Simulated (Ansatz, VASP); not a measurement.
CoO in VASP and in Ansatz

File INCAR:

```
PREC = Accurate
ENCUT = 520
EDIFF = 1E-7
ISMEAR = 0
SIGMA = 0.1
LREAL = F
LASPH = T
NELM = 150
ALGO = Normal
ISIF = 2
LWAVE = F
LCHARG = F
ISPIN = 2
MAGMOM = 4.5 0
LORBIT = 11
LMAXMIX = 4
GGA = PE
NBANDS = 18
```

Contents of KPOINTS:

```
Automatic mesh
0
Gamma
  16 16 16
```

File POSCAR:

```
CoO
1.0
    2.6161540276      0.0000000000      0.0000000000
    0.0000000000      2.6161540276      0.0000000000
    0.0000000000      0.0000000000      2.6161540276
Co O
1 1
Direct
    0.0000000000      0.0000000000      0.0000000000
    0.5000000000      0.5000000000      0.5000000000
```

Input for Ansatz:

```yaml
crystal:
  lattice:
    - [2.6161540064, 0.0, 0.0]
    - [0.0, 2.6161540064, 0.0]
    - [0.0, 0.0, 2.6161540064]
  atoms:
    - { symbol: Co, position: [0.0, 0.0, 0.0], spin: 4.5 }
    - { symbol: O, position: [0.5, 0.5, 0.5] }
basis:
  ecutwfc: 420
kpoints:
  mp_grid: { grid: [16, 16, 16] }
hamiltonian:
  xc: pbe
scf:
  occupations: { method: gaussian, width: 0.1 }
  lower_state_search: "off"
output:
  forces: true
  stress: true
  eigenvalues: true
  populations: true
magnetization:
  spin_polarized: true
```

Alike in both runs: task single point; functional PBE; k mesh 16 × 16 × 16; occupations gaussian, width 0.1 eV; collinear spin.

|  | VASP | Ansatz |
| --- | --- | --- |
| version | VASP 6.6.1 | Ansatz 0.2.0 |
| potentials or method | VASP PAW PBE potentials, release 64 (Co, O), cutoff 520 eV | scalar-relativistic, plane waves, PAW |
| valence electrons in the cell | 15 | 23 |

VASP gave:

* gap on the k mesh at the Fermi level (eV): none
* pressure (GPa): -0.5
* net moment per atom (μB): 1.50
* size of the moment on the site where the two differ most (μB): 0.44

**Question.** Estimate Ansatz's values.

**Answer.** gap on the k mesh at the Fermi level (eV): none; pressure (GPa): 0.0; net moment per atom (μB): 1.50; size of the moment on the site where the two differ most (μB): 0.47.

Site moments also hang on the region over which each program counts them. A gap of «none» marks a metal or a gap that the smearing closes. The functional is the same, so the differences come from potentials, cutoffs and numerics. VASP's potentials hold 15 valence electrons a cell and Ansatz's 23, so a difference there can come from the potentials and not from the codes.
